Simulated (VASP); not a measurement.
# NaH (Immm) in VASP: a series of runs, part 2 of 2

VASP 6.6.1. Earlier steps stand in the parts before.

## Step 3: Single point, r2SCAN (strain +0.1125 x Voigt [0, 0, 0, 0, 0, 1])

Input file POSCAR:

```
NaH
1.0
    0.1372500000      2.4400000000      2.4400000000
    2.4400000000      0.1372500000      2.4400000000
    2.5772500000      2.5772500000      0.0000000000
Na H
1 1
Direct
    0.0000000000      0.0000000000      0.0000000000
    0.5000000000      0.5000000000      0.5000000000
```

Input file INCAR.step1:

```
SYSTEM = NaH
PREC = Accurate ; ENCUT = 520
ISMEAR = 0 ; SIGMA = 0.05
LREAL = .FALSE. ; LASPH = .TRUE.
NELM = 100 ; NBANDS = 11
GGA = PE ; ALGO = Normal
EDIFF = 1E-4 ; LWAVE = .TRUE.
LCHARG = .FALSE.
```

Input file INCAR.step2:

```
SYSTEM = NaH
PREC = Accurate ; ENCUT = 520
EDIFF = 1E-6 ; ISMEAR = 0
SIGMA = 0.05 ; LREAL = .FALSE.
LASPH = .TRUE. ; NELM = 100
ALGO = Normal ; ISIF = 2
LWAVE = .FALSE. ; LCHARG = .TRUE.
METAGGA = R2SCAN ; LMIXTAU = .TRUE.
LELF = .TRUE. ; LVHAR = .TRUE.
NBANDS = 11 ; ISTART = 1
```

Input file KPOINTS:

```
Automatic mesh
0
G
  8 8 8
  0 0 0
```

Potentials or basis: VASP PAW PBE potentials, release 64 (Na_pv, H).

The run is started by

```bash
cat potpaw_PBE.64/Na_pv/POTCAR potpaw_PBE.64/H/POTCAR > POTCAR
cp INCAR.step1 INCAR
mpirun -np 1 vasp_std > vasp.out
cp INCAR.step2 INCAR
mpirun -np 1 vasp_std > vasp.out
```

OUTCAR:

```text
SYSTEM = NaH
   PREC = Accurate
   ENCUT = 520
   EDIFF = 1E-6
   ISMEAR = 0
   LREAL = .FALSE.
   LASPH = .TRUE.
   NELM = 100
   ISIF = 2
   METAGGA = R2SCAN
   ISTART = 1

 ion  position               nearest neighbor table
   1  0.000  0.000  0.000-
   2  0.500  0.500  0.500-

  LATTYP: Found a body centered orthorhombic cell.
 ALAT       =     3.2565802808
 B/A-ratio  =     1.1192052980
 C/A-ratio  =     1.4985044370

  Lattice vectors:

 A1 = (   2.4400000000,   0.1372500000,  -2.4400000000)
 A2 = (  -2.4400000000,  -0.1372500000,  -2.4400000000)
 A3 = (   0.1372500000,   2.4400000000,   2.4400000000)

Analysis of symmetry for initial positions (statically):
=====================================================================
 Subroutine PRICEL returns:
 Original cell was already a primitive cell.

 Routine SETGRP: Setting up the symmetry group for a
 body centered orthorhombic supercell.

 Subroutine GETGRP returns: Found  8 space group operations
 (whereof  8 operations were pure point group operations)
 out of a pool of  8 trial point group operations.

The static configuration has the point symmetry D_2h.

Analysis of symmetry for dynamics (positions and initial velocities):
=====================================================================
 Subroutine PRICEL returns:
 Original cell was already a primitive cell.

 Routine SETGRP: Setting up the symmetry group for a
 body centered orthorhombic supercell.

 Subroutine GETGRP returns: Found  8 space group operations
 (whereof  8 operations were pure point group operations)
 out of a pool of  8 trial point group operations.

The dynamic configuration has the point symmetry D_2h.

 Subroutine INISYM returns: Found  8 space group operations
 (whereof  8 operations are pure point group operations),
 and found     1 'primitive' translations

----------------------------------------------------------------------------------------

                                     Primitive cell

  volume of cell :      28.9616

  direct lattice vectors                    reciprocal lattice vectors
     0.137250000  2.440000000  2.440000000    -0.217131690  0.217131690  0.204918033
     2.440000000  0.137250000  2.440000000     0.217131690 -0.217131690  0.204918033
     2.577250000  2.577250000  0.000000000     0.194005238  0.194005238 -0.204918033

  length of vectors
     3.453409556  3.453409556  3.644781904     0.369166280  0.369166280  0.342443375

  position of ions in fractional coordinates (direct lattice)
     0.000000000  0.000000000  0.000000000
     0.500000000  0.500000000  0.500000000

  ion indices of the primitive-cell ions
   primitive index   ion index
                 1           1
                 2           2

----------------------------------------------------------------------------------------

 KPOINTS: Automatic mesh

Automatic generation of k-mesh.
 Grid dimensions read from file:
 generate k-points for:    8    8    8
[... 22 lines left out ...]
  0.125000  0.000000  0.000000      4.000000
  0.250000  0.000000  0.000000      4.000000
  0.375000  0.000000  0.000000      4.000000
  0.500000  0.000000  0.000000      2.000000
  0.125000  0.125000  0.000000      2.000000
[... 16 lines left out ...]
  0.125000  0.000000  0.125000      4.000000
  0.250000  0.000000  0.125000      8.000000
 [... further k-points ...]
   k-points           NKPTS =     95   k-points in BZ     NKDIM =     95   number of bands    NBANDS=     11
   number of dos      NEDOS =    301   number of ions     NIONS =      2
   total plane-waves  NPLWV =  21952
   dimension x,y,z NGX =    28 NGY =   28 NGZ =   28
   dimension x,y,z NGXF=    56 NGYF=   56 NGZF=   56
   ions per type =               1   1
   NGX,Y,Z   is equivalent  to a cutoff of  13.48, 13.48, 12.77 a.u.
   NGXF,Y,Z  is equivalent  to a cutoff of  26.96, 26.96, 25.54 a.u.
 SYSTEM =  NaH
   PREC   = accura    normal or accurate (medium, high low for compatibility)
   ISTART =      1    job   : 0-new  1-cont  2-samecut
   ICHARG =      0    charge: 1-file 2-atom 10-const
   ISPIN  =      1    spin polarized calculation?
   LNONCOLLINEAR =      F non collinear calculations
   LSORBIT =      F    spin-orbit coupling
   LASPH  =      T    aspherical Exc in radial PAW
   ENCUT  =  520.0 eV  38.22 Ry    6.18 a.u.   6.42  6.42  6.78*2*pi/ulx,y,z
   NELM   =    100;   NELMIN=  2; NELMDL=  0     # of ELM steps
   EDIFF  = 0.1E-05   stopping-criterion for ELM
   LREAL  =      F    real-space projection
   EDIFFG = 0.1E-04   stopping-criterion for IOM
   NSW    =      0    number of steps for IOM
   IBRION =     -1    ionic relax: 0-MD 1-quasi-New 2-CG
   NFREE  =      0    steps in history (QN), initial steepest desc. (CG)
   ISIF   =      2    stress and relaxation
   ISYM   =      2    0-nonsym 1-usesym 2-fastsym
   POTIM  = 0.5000    time-step for ionic-motion
   TEBEG  =    0.0;   TEEND  =   0.0 temperature during run
   PSTRESS=    0.0 pullay stress
   NELECT =       8.0000    total number of electrons
   NUPDOWN=      -1.0000    fix difference up-down
   EMIN   =  10.00;   EMAX   =-10.00  energy-range for DOS
   EFERMI =   0.00;   METHOD = LEGACY
   ISMEAR =     0;   SIGMA  =   0.05  broadening in eV -4-tet -1-fermi 0-gaus
   EFERMI_NEDOS =   21; number of points for ismear=-14 and -15
   IALGO  =     38    algorithm
   IMIX   =      4    mixing-type and parameters
     AMIX     =   0.40;   BMIX     =  1.00
     AMIX_MAG =   1.60;   BMIX_MAG =  1.00
  volume/ion in A,a.u.               =      14.48        97.72
  Fermi-wavevector in a.u.,A,eV,Ry     =   1.066180  2.014788 15.466277  1.136739
  Thomas-Fermi vector in A             =   2.201756
   LORBIT       =      0    0 simple, 1 ext, 2 COOP (PROOUT), +10 PAW based schemes
   METAGGA = R2SCAN    functional components
   LHFCALC =     F    Hartree Fock is set to
   AEXX    =    0.0000 exact exchange contribution
   IVDW    =     0    specifies the selected vdW correction
   LEPSILON=     F    determine dielectric tensor
   LRPA    =     F    only Hartree local field effects (RPA)
 non-spin polarized calculation
 Gauss-broadening in eV      SIGMA  =   0.05
  energy-cutoff  :      520.00
  volume of cell :       28.96
 maximum number of plane-waves:       790
 NGX is ok and might be reduce to    28
   NGX = 13   NGY = 13   NGZ = 13

 number of electron       8.0000001 magnetization

 Free energy of the ion-electron system (eV)
  ---------------------------------------------------
  ext. energy  EPLUGINS =         0.00000000
  ---------------------------------------------------
  free energy    TOTEN  =        -7.56899794 eV

  energy without entropy =       -7.56899794  energy(sigma->0) =       -7.56899794

 E-fermi :  -1.1390     XC(G=0):  -8.0449

 val. band max:       -1.4728711594   @ k =  -0.2500   0.2500   0.5000
 cond. band min:       2.4677524220   @ k =   0.0000   0.0000   0.5000
 fundamental gap:      3.9406235813
 Fermi energy:        -1.1390461307

 k-point     1 :       0.0000    0.0000    0.0000
  band No.  band energies     occupation
      1     -24.5201      2.00000
      2     -24.5108      2.00000
      3     -24.5010      2.00000
      4      -5.0019      2.00000
      5       9.5069      0.00000
      6      13.3876      0.00000
      7      14.2372      0.00000
      8      14.6570      0.00000
      9      14.8763      0.00000
     10      16.0211      0.00000
     11      16.8769      0.00000
[... 309 lines left out ...]
 k-point    24 :       0.2500    0.0000    0.1250
  band No.  band energies     occupation
      1     -24.5619      2.00000
      2     -24.5198      2.00000
      3     -24.5059      2.00000
      4      -3.9995      2.00000
      5       7.2046      0.00000
      6      10.2527      0.00000
      7      11.8887      0.00000
      8      13.3142      0.00000
      9      14.4363      0.00000
     10      16.7013      0.00000
     11      18.2056      0.00000

 [... further k-points ...]

------------------------ aborting loop because EDIFF is reached ----------------------------------------

  FORCE on cell =-STRESS in cart. coord.  units (eV):
  Direction    XX          YY          ZZ          XY          YZ          ZX
  --------------------------------------------------------------------------------------
  -------------------------------------------------------------------------------------
  Total       -0.2195430     -0.2195430     -0.3042760     -0.4785154      0.0000000      0.0000000
  in kB      -12.1452654    -12.1452654    -16.8327541    -26.4717908      0.0000000      0.0000000
  external PRESSURE =     -13.7077617 kB  Pullay stress =       0.0000000 kB

 VOLUME and BASIS-vectors are now :
 -----------------------------------------------------------------------------
  energy-cutoff  :      520.00
  volume of cell :       28.96
      direct lattice vectors                 reciprocal lattice vectors
     0.137250000  2.440000000  2.440000000    -0.217131690  0.217131690  0.204918033
     2.440000000  0.137250000  2.440000000     0.217131690 -0.217131690  0.204918033
     2.577250000  2.577250000  0.000000000     0.194005238  0.194005238 -0.204918033

 POSITION                                       TOTAL-FORCE (eV/Angst)
 -----------------------------------------------------------------------------------
      0.00000      0.00000      0.00000        -0.000000      0.000000      0.000000
      2.57725      2.57725      2.44000         0.000000     -0.000000      0.000000
 -----------------------------------------------------------------------------------
    total drift:                               -0.000000     -0.000000     -0.000000

  FREE ENERGIE OF THE ION-ELECTRON SYSTEM (eV)
  ---------------------------------------------------
  free  energy   TOTEN  =        -7.5689979441 eV

  energy  without entropy=       -7.5689979441  energy(sigma->0) =       -7.56899794
```

Wall time 1.9 min (1 thread of Intel Xeon Platinum 8259CL at 2.50GHz (Skylake/Cascade Lake), shared host); peak memory 0.17 GiB.

What came out:

| Property | Result |
| --- | --- |
| Free energy | -7.5690 eV |
| Pressure | -1.4 GPa |
| Band gap on the k mesh | 3.94 eV, indirect (least direct gap 5.04 eV) |

Levels at points of the mesh, in eV from the valence-band top:
```tsv
k point	band 1	band 2	band 3	band 4	band 5	band 6	band 7	band 8	band 9
(0.00, 0.00, 0.00)	-23.05	-23.04	-23.03	-3.53	10.98	14.86	15.71	16.13	16.35
(0.50, 0.00, 0.00)	-23.14	-23.05	-23.04	-0.61	4.61	11.02	12.74	13.71	16.23
(0.50, 0.50, 0.00)	-23.11	-23.07	-23.06	-0.23	5.06	9.83	10.18	12.68	13.25
(0.00, 0.00, 0.50)	-23.11	-23.06	-23.04	-1.10	3.94	11.81	13.65	14.89	17.54
(0.50, 0.00, 0.50)	-23.13	-23.06	-23.05	-0.16	5.12	10.57	11.19	11.20	12.70
```

Caveat: the cell differs from its parent crystal (strain +0.1125 x Voigt [0, 0, 0, 0, 0, 1]); the PAW data sets were made with another functional, which shifts forces and pressure a little. A k mesh can miss the band edges.
